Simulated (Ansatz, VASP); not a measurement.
Two plane-wave programs on Si5P

File INCAR:

```
PREC = Accurate ; ENCUT = 600
EDIFF = 1E-6 ; ISMEAR = 0
SIGMA = 0.1 ; LREAL = F
LASPH = T ; NELM = 100
ALGO = Normal ; ISIF = 3
LWAVE = F ; LCHARG = F
GGA = PE ; IBRION = 2
NSW = 100 ; EDIFFG = -0.01
```

The input KPOINTS:

```
Automatic mesh
0
Gamma
  10 10 10
```

The input POSCAR:

```
Si5P
1.0
    0.0000000000      3.5817215373      3.5817215373
    3.5817215373      0.0000000000      3.5817215373
    3.5817215373      3.5817215373      0.0000000000
Si P
5 1
Direct
    0.1250327073      0.1250327073      0.6249018781
    0.6249018781      0.1250327073      0.1250327073
    0.1250327073      0.1250327073      0.1250327073
    0.1250327073      0.6249018781      0.1250327073
    0.5000000000      0.5000000000      0.5000000000
    0.7500000000      0.7500000000      0.7500000000
```

Input for Ansatz:

```yaml
crystal:
  lattice:
    - [0.0, 3.5817215373, 3.5817215373]
    - [3.5817215373, 0.0, 3.5817215373]
    - [3.5817215373, 3.5817215373, 0.0]
  atoms:
    - { symbol: Si, position: [0.1250327073, 0.1250327073, 0.6249018781] }
    - { symbol: Si, position: [0.6249018781, 0.1250327073, 0.1250327073] }
    - { symbol: Si, position: [0.1250327073, 0.1250327073, 0.1250327073] }
    - { symbol: Si, position: [0.1250327073, 0.6249018781, 0.1250327073] }
    - { symbol: Si, position: [0.5, 0.5, 0.5] }
    - { symbol: P, position: [0.75, 0.75, 0.75] }
basis:
  ecutwfc: 420
kpoints:
  mp_grid: { grid: [10, 10, 10] }
hamiltonian:
  xc: pbe
scf:
  occupations: { method: gaussian, width: 0.1 }
output:
  forces: true
  stress: true
  eigenvalues: true
relax:
  adjacent_minimum: "off"
  f_tol: 0.01
  max_steps: 80
  cell: { stress_tol: 0.05 }
```

Change from the starting cell: species swapped into the Be5Fe type (F-43m, No. 216).

Alike in both runs: task relaxation of cell and atoms; functional PBE; k mesh 10 × 10 × 10; occupations gaussian, width 0.1 eV; no spin polarisation.

|  | VASP | Ansatz |
| --- | --- | --- |
| version | VASP 6.6.1 | Ansatz 0.2.0 |
| potentials or method | VASP PAW PBE potentials, release 64 (Si, P), cutoff 600 eV | scalar-relativistic, plane waves, PAW |
| valence electrons in the cell | 25 | 25 |

|  | VASP | Ansatz | Ansatz less VASP |
| --- | --- | --- | --- |
| gap on the k mesh at the Fermi level, each at its own relaxed structure (eV) | none | none | - |
| relaxed volume (Å³/atom) | 15.27 | 15.29 | +0.012 |
| relaxed cell length with the largest relative difference (Å) | 5.061 | 5.062 | +0.0013 |

A gap of «none» marks a metal or a gap that the smearing closes.
